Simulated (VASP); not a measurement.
# Ta in VASP: notebook, part 2 of 2

VASP 6.6.1.

## (3) Single point, PBE

This run uses another cell than the first one: it holds 1 atom, not 3.

Input file INCAR:

```
  PREC = Accurate
  ENCUT = 520
  EDIFF = 1E-7
  ISMEAR = 0
  SIGMA = 0.1
  LREAL = F
  LASPH = T
  NELM = 100
  ALGO = Fast
  ISIF = 2
  LWAVE = F
  LCHARG = F
  GGA = PE
  NBANDS = 12
```

Input file KPOINTS:

```
Automatic mesh
0
Gamma
  24 24 24
```

Input file POSCAR:

```
Ta
1.0
   -1.6594999025      1.6594999025      1.6594999025
    1.6594999025     -1.6594999025      1.6594999025
    1.6594999025      1.6594999025     -1.6594999025
Ta
1
Direct
    0.0000000000      0.0000000000      0.0000000000
```

Potentials or basis: VASP PAW PBE potentials, release 64 (Ta_pv).

Launch:

```console
> cat potpaw_PBE.64/Ta_pv/POTCAR > POTCAR
> mpirun -np 1 vasp_std > vasp.out
```

OUTCAR:

```text
PREC = Accurate
   ENCUT = 520
   EDIFF = 1E-7
   ISMEAR = 0
   LREAL = F
   LASPH = T
   NELM = 100
   ISIF = 2
   GGA = PE

 ion  position               nearest neighbor table
   1  0.000  0.000  0.000-

  LATTYP: Found a body centered cubic cell.
 ALAT       =     3.3189998050

  Lattice vectors:

 A1 = (  -1.6594999025,   1.6594999025,   1.6594999025)
 A2 = (   1.6594999025,  -1.6594999025,   1.6594999025)
 A3 = (   1.6594999025,   1.6594999025,  -1.6594999025)

Analysis of symmetry for initial positions (statically):
=====================================================================
 Subroutine PRICEL returns:
 Original cell was already a primitive cell.

 Routine SETGRP: Setting up the symmetry group for a
 body centered cubic supercell.

 Subroutine GETGRP returns: Found 48 space group operations
 (whereof 48 operations were pure point group operations)
 out of a pool of 48 trial point group operations.

The static configuration has the point symmetry O_h .

Analysis of symmetry for dynamics (positions and initial velocities):
=====================================================================
 Subroutine PRICEL returns:
 Original cell was already a primitive cell.

 Routine SETGRP: Setting up the symmetry group for a
 body centered cubic supercell.

 Subroutine GETGRP returns: Found 48 space group operations
 (whereof 48 operations were pure point group operations)
 out of a pool of 48 trial point group operations.

The dynamic configuration has the point symmetry O_h .

 Subroutine INISYM returns: Found 48 space group operations
 (whereof 48 operations are pure point group operations),
 and found     1 'primitive' translations

----------------------------------------------------------------------------------------

                                     Primitive cell

  volume of cell :      18.2807
[... 108 lines left out ...]
  volume/ion in A,a.u.               =      18.28       123.36
  Fermi-wavevector in a.u.,A,eV,Ry     =   1.382108  2.611805 25.990137  1.910221
  Thomas-Fermi vector in A             =   2.506830
   LORBIT       =      0    0 simple, 1 ext, 2 COOP (PROOUT), +10 PAW based schemes
   GGA     = PE    functional components
   LHFCALC =     F    Hartree Fock is set to
   AEXX    =    0.0000 exact exchange contribution
   IVDW    =     0    specifies the selected vdW correction
   LEPSILON=     F    determine dielectric tensor
   LRPA    =     F    only Hartree local field effects (RPA)
 non-spin polarized calculation
 RMM-DIIS sequential band-by-band and
 Gauss-broadening in eV      SIGMA  =   0.10
  energy-cutoff  :      520.00
  volume of cell :       18.28
 maximum number of plane-waves:       531
 NGX is ok and might be reduce to    24

 number of electron      11.0000001 magnetization

 Free energy of the ion-electron system (eV)
  ---------------------------------------------------
  ext. energy  EPLUGINS =         0.00000000
  ---------------------------------------------------
  free energy    TOTEN  =       -11.81567207 eV

  energy without entropy =      -11.80897418  energy(sigma->0) =      -11.81232313

 E-fermi :   5.3591     XC(G=0): -12.5424

 val. band max:        5.3589835516   @ k =  -0.4583   0.4583   0.1250
 cond. band min:       5.3661637719   @ k =   0.3333   0.1667   0.0833
 fundamental gap:      0.0071802203
 Fermi energy:         5.3590649481

 k-point     1 :       0.0000    0.0000    0.0000
  band No.  band energies     occupation
      1     -27.7641      2.00000
      2     -27.7641      2.00000
      3     -27.7641      2.00000
      4      -2.4924      2.00000
      5       6.1008      0.00000
      6       6.1008      0.00000
      7       6.1008      0.00000
      8       9.3217      0.00000
      9       9.3217      0.00000
     10      20.3076      0.00000
     11      20.3076      0.00000
     12      20.3076      0.00000
[... 331 lines left out ...]
 k-point    24 :       0.4583    0.0417    0.0000
  band No.  band energies     occupation
      1     -28.8709      2.00000
      2     -28.1305      2.00000
      3     -27.7786      2.00000
      4       1.1117      2.00000
      5       3.8872      2.00000
      6       6.7304      0.00000
      7       9.1727      0.00000
      8      10.2489      0.00000
      9      13.0239      0.00000
     10      16.8142      0.00000
     11      17.3997      0.00000
     12      21.9750      0.00000

 [... further k-points ...]
[... 5 lines left out ...]
  --------------------------------------------------------------------------------------
  -------------------------------------------------------------------------------------
  Total        0.0066838      0.0066838      0.0066838     -0.0000000     -0.0000000     -0.0000000
  in kB        0.5857878      0.5857878      0.5857878     -0.0000000     -0.0000000     -0.0000000
  external PRESSURE =       0.5857878 kB  Pullay stress =       0.0000000 kB

 VOLUME and BASIS-vectors are now :
 -----------------------------------------------------------------------------
  energy-cutoff  :      520.00
  volume of cell :       18.28
      direct lattice vectors                 reciprocal lattice vectors
    -1.659499902  1.659499902  1.659499902     0.000000000  0.301295589  0.301295589
     1.659499902 -1.659499902  1.659499902     0.301295589  0.000000000  0.301295589
     1.659499902  1.659499902 -1.659499902     0.301295589  0.301295589  0.000000000

 POSITION                                       TOTAL-FORCE (eV/Angst)
 -----------------------------------------------------------------------------------
      0.00000      0.00000      0.00000        -0.000000     -0.000000     -0.000000
 -----------------------------------------------------------------------------------
    total drift:                               -0.000000      0.000000      0.000000

  FREE ENERGIE OF THE ION-ELECTRON SYSTEM (eV)
  ---------------------------------------------------
  free  energy   TOTEN  =       -11.8156720745 eV

  energy  without entropy=      -11.8089741787  energy(sigma->0) =      -11.81232313
```

Run time: 31 s. Hardware: 1 thread of Intel Xeon 6975P-C (Granite Rapids), shared host; peak memory 0.21 GiB.

Results:

```
Free energy : -11.8157 eV
Pressure    : 0.1 GPa
```

Caveat: spin-orbit coupling is left out, which moves the levels of the heavy elements.
